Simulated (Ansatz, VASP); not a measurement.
W in VASP and in Ansatz

```
W
1.0
     0.00000    4.06000    4.06000
     4.06000    0.00000    4.06000
     4.06000    4.06000    0.00000
W
8
Direct
  0.00995 0.00995 0.00995
  0.00000 0.00000 0.50000
  0.00000 0.50000 0.00000
  0.00000 0.50000 0.50000
  0.50000 0.00000 0.00000
  0.50000 0.00000 0.50000
  0.50000 0.50000 0.00000
  0.50000 0.50000 0.50000
```

Alike in both runs: task single point; functional PBEsol; k mesh 10 × 10 × 10; occupations gaussian, width 0.15 eV; no spin polarisation.

```csv
,VASP,Ansatz
version,VASP 6.6.1,Ansatz 0.2.0
potentials or method,"VASP PAW PBE potentials, release 64 (W_sv), cutoff 520 eV","scalar-relativistic, plane waves, PAW"
valence electrons in the cell,112,112
```

VASP gave:

| Item | Value |
| --- | --- |
| gap on the k mesh at the Fermi level (eV) | none |
| pressure (GPa) | -11.6 |
| traceless stress, the component that is largest in VASP (GPa) | -0.55 |
| rms of the force components (eV/Å) | 0.427 |

Task: Estimate Ansatz's values.

Result: gap on the k mesh at the Fermi level (eV): none; pressure (GPa): -12.1; traceless stress, the component that is largest in VASP (GPa): -0.54; rms of the force components (eV/Å): 0.422.

VASP's potentials were made for PBE, not for PBEsol. Atom by atom the forces differ by 0.005 eV/Å (rms over components). A gap of «none» marks a metal or a gap that the smearing closes.

Neither program's run includes spin-orbit coupling.
